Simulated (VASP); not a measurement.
# CdS (Hawleyite) (F-43m) in VASP: notebook

CdS (Hawleyite) is run at these levels: PBE, r2SCAN; tasks: single point.

Program: VASP 6.6.1. These are calculated values, not measurements. Logs are shortened: lines on timing, memory, paths and dates and some standing lists are left out, and cuts for length are marked.

## (1) The cell of the first run

It takes space group F-43m (No. 216, cubic). The conventional cell has a = 5.824 Å, b = 5.824 Å, c = 5.824 Å, α = 90.00°, β = 90.00°, γ = 90.00°. Within 3.3 Å of Cd (site symmetry -43m) lie 4 S at 2.52 Å. Within 3.3 Å of S (site symmetry -43m) lie 4 Cd at 2.52 Å.

## (2) Single point, PBE (strain -0.9%)

Input file INCAR:

```
SYSTEM = CdS
  PREC = Accurate
  ENCUT = 520
  EDIFF = 1E-6
  ISMEAR = -1
  SIGMA = 0.02
  LREAL = .False.
  LASPH = .True.
  NELM = 100
  ALGO = Normal
  ISIF = 2
  LWAVE = .False.
  LCHARG = .False.
  GGA = PE
  NBANDS = 16
```

Input file KPOINTS:

```
Automatic mesh
0
Gamma
  8 8 8
  0 0 0
```

Input file POSCAR:

```
CdS
1.0
    0.0000000000      2.9121731224      2.9121731224
    2.9121731224      0.0000000000      2.9121731224
    2.9121731224      2.9121731224      0.0000000000
Cd S
1 1
Direct
    0.0000000000      0.0000000000      0.0000000000
    0.2500000000      0.2500000000      0.2500000000
```

Potentials or basis: VASP PAW PBE potentials, release 64 (Cd, S).

Started as:

```
$ cat potpaw_PBE.64/Cd/POTCAR potpaw_PBE.64/S/POTCAR > POTCAR
$ mpirun -np 1 vasp_std > vasp.out
```

OUTCAR:

```text
SYSTEM = CdS
   PREC = Accurate
   ENCUT = 520
   EDIFF = 1E-6
   ISMEAR = -1
   LREAL = .False.
   LASPH = .True.
   NELM = 100
   ISIF = 2
   GGA = PE

 ion  position               nearest neighbor table
   1  0.000  0.000  0.000-   2 2.52   2 2.52   2 2.52   2 2.52
   2  0.250  0.250  0.250-   1 2.52   1 2.52   1 2.52   1 2.52

  LATTYP: Found a face centered cubic cell.
 ALAT       =     5.8243462448

  Lattice vectors:

 A1 = (   0.0000000000,   2.9121731224,   2.9121731224)
 A2 = (   2.9121731224,   0.0000000000,   2.9121731224)
 A3 = (   2.9121731224,   2.9121731224,   0.0000000000)

Analysis of symmetry for initial positions (statically):
=====================================================================
 Subroutine PRICEL returns:
 Original cell was already a primitive cell.

 Routine SETGRP: Setting up the symmetry group for a
 face centered cubic supercell.

 Subroutine GETGRP returns: Found 24 space group operations
 (whereof 24 operations were pure point group operations)
 out of a pool of 48 trial point group operations.

The static configuration has the point symmetry T_d .

Analysis of symmetry for dynamics (positions and initial velocities):
=====================================================================
 Subroutine PRICEL returns:
 Original cell was already a primitive cell.

 Routine SETGRP: Setting up the symmetry group for a
 face centered cubic supercell.

 Subroutine GETGRP returns: Found 24 space group operations
 (whereof 24 operations were pure point group operations)
 out of a pool of 48 trial point group operations.

The dynamic configuration has the point symmetry T_d .

 Subroutine INISYM returns: Found 24 space group operations
 (whereof 24 operations are pure point group operations),
 and found     1 'primitive' translations

----------------------------------------------------------------------------------------

                                     Primitive cell

  volume of cell :      49.3948

  direct lattice vectors                    reciprocal lattice vectors
     0.000000000  2.912173122  2.912173122    -0.171693089  0.171693089  0.171693089
     2.912173122  0.000000000  2.912173122     0.171693089 -0.171693089  0.171693089
     2.912173122  2.912173122  0.000000000     0.171693089  0.171693089 -0.171693089

  length of vectors
     4.118434726  4.118434726  4.118434726     0.297381154  0.297381154  0.297381154

  position of ions in fractional coordinates (direct lattice)
     0.000000000  0.000000000  0.000000000
     0.250000000  0.250000000  0.250000000

  ion indices of the primitive-cell ions
   primitive index   ion index
                 1           1
                 2           2

----------------------------------------------------------------------------------------

 KPOINTS: Automatic mesh

Automatic generation of k-mesh.
 Grid dimensions read from file:
 generate k-points for:    8    8    8

 Generating k-lattice:

  Cartesian coordinates                     Fractional coordinates (reciprocal lattice)
    -0.021461636  0.021461636  0.021461636     0.125000000  0.000000000  0.000000000
     0.021461636 -0.021461636  0.021461636     0.000000000  0.125000000  0.000000000
     0.021461636  0.021461636 -0.021461636     0.000000000  0.000000000  0.125000000

  Length of vectors
     0.037172644  0.037172644  0.037172644

  Shift w.r.t. Gamma in fractional coordinates (k-lattice)
     0.000000000  0.000000000  0.000000000

 Subroutine IBZKPT returns following result:
 ===========================================

 Found     29 irreducible k-points:

 Following reciprocal coordinates:
            Coordinates               Weight
  0.000000  0.000000  0.000000      1.000000
  0.125000  0.000000  0.000000      8.000000
  0.250000  0.000000  0.000000      8.000000
  0.375000  0.000000  0.000000      8.000000
  0.500000  0.000000  0.000000      4.000000
  0.125000  0.125000  0.000000      6.000000
[... 16 lines left out ...]
  0.500000  0.250000  0.125000     48.000000
 -0.375000  0.250000  0.125000     24.000000
 [... further k-points ...]
   k-points           NKPTS =     29   k-points in BZ     NKDIM =     29   number of bands    NBANDS=     16
   number of dos      NEDOS =    301   number of ions     NIONS =      2
   total plane-waves  NPLWV =  32768
   dimension x,y,z NGX =    32 NGY =   32 NGZ =   32
   dimension x,y,z NGXF=    64 NGYF=   64 NGZF=   64
   ions per type =               1   1
   NGX,Y,Z   is equivalent  to a cutoff of  12.92, 12.92, 12.92 a.u.
   NGXF,Y,Z  is equivalent  to a cutoff of  25.83, 25.83, 25.83 a.u.
 SYSTEM =  CdS
   PREC   = accura    normal or accurate (medium, high low for compatibility)
   ISTART =      0    job   : 0-new  1-cont  2-samecut
   ICHARG =      2    charge: 1-file 2-atom 10-const
   ISPIN  =      1    spin polarized calculation?
   LNONCOLLINEAR =      F non collinear calculations
   LSORBIT =      F    spin-orbit coupling
   LASPH  =      T    aspherical Exc in radial PAW
   ENCUT  =  520.0 eV  38.22 Ry    6.18 a.u.   7.66  7.66  7.66*2*pi/ulx,y,z
   NELM   =    100;   NELMIN=  2; NELMDL= -5     # of ELM steps
   EDIFF  = 0.1E-05   stopping-criterion for ELM
   LREAL  =      F    real-space projection
   EDIFFG = 0.1E-04   stopping-criterion for IOM
   NSW    =      0    number of steps for IOM
   IBRION =     -1    ionic relax: 0-MD 1-quasi-New 2-CG
   NFREE  =      0    steps in history (QN), initial steepest desc. (CG)
   ISIF   =      2    stress and relaxation
   ISYM   =      2    0-nonsym 1-usesym 2-fastsym
   POTIM  = 0.5000    time-step for ionic-motion
   TEBEG  =    0.0;   TEEND  =   0.0 temperature during run
   PSTRESS=    0.0 pullay stress
   NELECT =      18.0000    total number of electrons
   NUPDOWN=      -1.0000    fix difference up-down
   EMIN   =  10.00;   EMAX   =-10.00  energy-range for DOS
   EFERMI =   0.00;   METHOD = LEGACY
   ISMEAR =    -1;   SIGMA  =   0.02  broadening in eV -4-tet -1-fermi 0-gaus
   EFERMI_NEDOS =   21; number of points for ismear=-14 and -15
   IALGO  =     38    algorithm
   IMIX   =      4    mixing-type and parameters
     AMIX     =   0.40;   BMIX     =  1.00
     AMIX_MAG =   1.60;   BMIX_MAG =  1.00
  volume/ion in A,a.u.               =      24.70       166.67
  Fermi-wavevector in a.u.,A,eV,Ry     =   1.169334  2.209720 18.603809  1.367341
  Thomas-Fermi vector in A             =   2.305808
   LORBIT       =      0    0 simple, 1 ext, 2 COOP (PROOUT), +10 PAW based schemes
   GGA     = PE    functional components
   LHFCALC =     F    Hartree Fock is set to
   AEXX    =    0.0000 exact exchange contribution
   IVDW    =     0    specifies the selected vdW correction
   LEPSILON=     F    determine dielectric tensor
   LRPA    =     F    only Hartree local field effects (RPA)
 non-spin polarized calculation
  energy-cutoff  :      520.00
  volume of cell :       49.39
 maximum number of plane-waves:      1363
   NGX = 15   NGY = 15   NGZ = 15

 number of electron      18.0000004 magnetization

 Free energy of the ion-electron system (eV)
  ---------------------------------------------------
  ext. energy  EPLUGINS =         0.00000000
  ---------------------------------------------------
  free energy    TOTEN  =        -6.11661300 eV

  energy without entropy =       -6.11661300  energy(sigma->0) =       -6.11661300

 E-fermi :   1.7348     XC(G=0):  -9.1706

 val. band max:        1.3527398915   @ k =   0.0000   0.0000   0.0000
 cond. band min:       2.5122561671   @ k =   0.0000   0.0000   0.0000
 fundamental gap:      1.1595162756
 Fermi energy:         1.7348141340

 k-point     1 :       0.0000    0.0000    0.0000
  band No.  band energies     occupation
      1     -11.0446      2.00000
      2      -6.3918      2.00000
      3      -6.3918      2.00000
      4      -6.3918      2.00000
      5      -5.9057      2.00000
      6      -5.9057      2.00000
[... 8 lines left out ...]
     15      12.8400      0.00000
     16      12.8400      0.00000

 k-point     2 :       0.1250    0.0000    0.0000
  band No.  band energies     occupation
      1     -10.9819      2.00000
      2      -6.3690      2.00000
      3      -6.3690      2.00000
      4      -6.3379      2.00000
      5      -5.9068      2.00000
      6      -5.9068      2.00000
[... 8 lines left out ...]
     15      12.2405      0.00000
     16      13.3833      0.00000

 k-point     3 :       0.2500    0.0000    0.0000
  band No.  band energies     occupation
      1     -10.8297      2.00000
      2      -6.3196      2.00000
      3      -6.3196      2.00000
      4      -6.1438      2.00000
      5      -5.9014      2.00000
      6      -5.9014      2.00000
[... 8 lines left out ...]
     15      12.0048      0.00000
     16      12.7003      0.00000

 k-point     4 :       0.3750    0.0000    0.0000
  band No.  band energies     occupation
      1     -10.6775      2.00000
      2      -6.2816      2.00000
      3      -6.2816      2.00000
      4      -5.8810      2.00000
      5      -5.8810      2.00000
      6      -5.7845      2.00000
[... 8 lines left out ...]
     15      12.8655      0.00000
     16      12.8655      0.00000

 k-point     5 :       0.5000    0.0000    0.0000
  band No.  band energies     occupation
      1     -10.6150      2.00000
      2      -6.2699      2.00000
      3      -6.2699      2.00000
      4      -5.8674      2.00000
      5      -5.8674      2.00000
      6      -5.5217      2.00000
[... 8 lines left out ...]
     15      13.9133      0.00000
     16      13.9133      0.00000

 k-point     6 :       0.1250    0.1250    0.0000
  band No.  band energies     occupation
      1     -10.9611      2.00000
      2      -6.3486      2.00000
      3      -6.3471      2.00000
      4      -6.3471      2.00000
      5      -5.9221      2.00000
      6      -5.8928      2.00000
[... 8 lines left out ...]
     15      12.9403      0.00000
     16      14.0411      0.00000
[... 267 lines left out ...]
 k-point    21 :       0.5000    0.5000    0.0000
  band No.  band energies     occupation
      1     -10.4824      2.00000
      2      -6.1769      2.00000
      3      -6.0381      2.00000
      4      -6.0381      2.00000
      5      -5.8172      2.00000
      6      -5.4569      2.00000
[... 8 lines left out ...]
     15      13.7197      0.00000
     16      14.8625      0.00000

 k-point    22 :       0.3750    0.2500    0.1250
  band No.  band energies     occupation
      1     -10.7179      2.00000
      2      -6.2671      2.00000
      3      -6.2403      2.00000
      4      -6.0763      2.00000
      5      -5.8987      2.00000
      6      -5.8447      2.00000
[... 8 lines left out ...]
     15      13.3724      0.00000
     16      15.2596      0.00000

 k-point    23 :       0.5000    0.2500    0.1250
  band No.  band energies     occupation
      1     -10.5983      2.00000
      2      -6.2307      2.00000
      3      -6.2044      2.00000
      4      -5.9732      2.00000
      5      -5.8717      2.00000
      6      -5.6124      2.00000
[... 8 lines left out ...]
     15      14.2023      0.00000
     16      14.4614      0.00000

 k-point    24 :      -0.3750    0.2500    0.1250
  band No.  band energies     occupation
      1     -10.5496      2.00000
      2      -6.2259      2.00000
      3      -6.1872      2.00000
      4      -5.9320      2.00000
      5      -5.8786      2.00000
      6      -5.4063      2.00000
[... 8 lines left out ...]
     15      13.6672      0.00000
     16      14.5388      0.00000

 [... further k-points ...]
[... 5 lines left out ...]
  --------------------------------------------------------------------------------------
  -------------------------------------------------------------------------------------
  Total        1.0828880      1.0828880      1.0828880      0.0000000      0.0000000      0.0000000
  in kB       35.1246961     35.1246961     35.1246961      0.0000000      0.0000000      0.0000000
  external PRESSURE =      35.1246961 kB  Pullay stress =       0.0000000 kB

 VOLUME and BASIS-vectors are now :
 -----------------------------------------------------------------------------
  energy-cutoff  :      520.00
  volume of cell :       49.39
      direct lattice vectors                 reciprocal lattice vectors
     0.000000000  2.912173122  2.912173122    -0.171693089  0.171693089  0.171693089
     2.912173122  0.000000000  2.912173122     0.171693089 -0.171693089  0.171693089
     2.912173122  2.912173122  0.000000000     0.171693089  0.171693089 -0.171693089

 POSITION                                       TOTAL-FORCE (eV/Angst)
 -----------------------------------------------------------------------------------
      0.00000      0.00000      0.00000        -0.000000     -0.000000     -0.000000
      1.45609      1.45609      1.45609         0.000000      0.000000      0.000000
 -----------------------------------------------------------------------------------
    total drift:                               -0.000000     -0.000000     -0.000000

  FREE ENERGIE OF THE ION-ELECTRON SYSTEM (eV)
  ---------------------------------------------------
  free  energy   TOTEN  =        -6.1166129964 eV

  energy  without entropy=       -6.1166129963  energy(sigma->0) =       -6.11661300
```

Run time: 28 s. Hardware: 1 thread of AMD EPYC 7R13 (Zen 3), shared host; peak memory 0.15 GiB.

Results:

```yaml
Free_energy: -6.1166 eV
Pressure: 3.5 GPa
Band_gap_on_the_k_mesh: 1.16 eV, direct
```

Levels at points of the mesh, in eV from the valence-band top:
| k point | band 6 | band 7 | band 8 | band 9 | band 10 | band 11 | band 12 | band 13 |
| --- | --- | --- | --- | --- | --- | --- | --- | --- |
| (0.00, 0.00, 0.00) | -7.26 | 0.00 | 0.00 | 0.00 | 1.16 | 6.55 | 6.55 | 6.55 |
| (0.50, 0.00, 0.00) | -6.87 | -4.43 | -0.76 | -0.76 | 3.02 | 7.01 | 7.01 | 7.49 |
| (0.50, 0.50, 0.00) | -6.81 | -3.97 | -1.90 | -1.90 | 3.55 | 4.36 | 9.25 | 10.81 |

Caveat: the cell differs from its parent crystal (strain -0.9%).

## (3) Single point, r2SCAN (strain -0.9%)

POSCAR is that of step 2.

Input file INCAR.step1:

```
SYSTEM = CdS
PREC     = Accurate       ! precision mode
ENCUT    = 520            ! plane-wave cutoff, eV
ISMEAR   = 0              ! smearing method
SIGMA    = 0.01           ! smearing width, eV
LREAL    = .False.        ! projectors in reciprocal space
LASPH    = .True.         ! aspherical terms in the spheres
NELM     = 60             ! most SCF steps
NBANDS   = 16             ! bands
GGA      = PE             ! functional
ALGO     = Normal         ! electronic algorithm
EDIFF    = 1E-4           ! SCF threshold, eV
LWAVE    = .True.         ! write WAVECAR
LCHARG   = .False.        ! write CHGCAR
```

Input file INCAR.step2:

```
SYSTEM = CdS
PREC     = Accurate       ! precision mode
ENCUT    = 520            ! plane-wave cutoff, eV
EDIFF    = 1E-7           ! SCF threshold, eV
ISMEAR   = 0              ! smearing method
SIGMA    = 0.01           ! smearing width, eV
LREAL    = .False.        ! projectors in reciprocal space
LASPH    = .True.         ! aspherical terms in the spheres
NELM     = 60             ! most SCF steps
ALGO     = Normal         ! electronic algorithm
ISIF     = 2              ! what is computed and relaxed
LWAVE    = .False.        ! write WAVECAR
LCHARG   = .True.         ! write CHGCAR
METAGGA  = R2SCAN         ! meta-GGA
LMIXTAU  = .True.       
LELF     = .True.         ! ELF
LVHAR    = .True.       
NBANDS   = 16             ! bands
ISTART   = 1
```

Input file KPOINTS:

```
regular mesh
0
Gamma
  8 8 8
  0 0 0
```

Potentials or basis: VASP PAW PBE potentials, release 64 (Cd, S).

Started as:

```
$ cat potpaw_PBE.64/Cd/POTCAR potpaw_PBE.64/S/POTCAR > POTCAR
$ cp INCAR.step1 INCAR
$ mpirun -np 1 vasp_std > vasp.out
$ cp INCAR.step2 INCAR
$ mpirun -np 1 vasp_std > vasp.out
```

It took 2 min on 1 thread of AMD EPYC 7R13 (Zen 3), shared host; peak memory 0.16 GiB.

Results (log left out):

```
Free energy            : -29.6756 eV
Pressure               : 2.1 GPa
Band gap on the k mesh : 1.60 eV, direct
```

Levels at points of the mesh, in eV from the valence-band top:
```tsv
k point	band 7	band 8	band 9	band 10	band 11	band 12
(0.00, 0.00, 0.00)	0.00	0.00	0.00	1.60	7.07	7.07
(0.50, 0.00, 0.00)	-4.50	-0.77	-0.77	3.48	7.48	7.48
(0.50, 0.50, 0.00)	-4.00	-1.94	-1.94	3.83	4.76	9.82
```

Caveat: the cell differs from its parent crystal (strain -0.9%); the PAW data sets were made with another functional, which shifts forces and pressure a little.
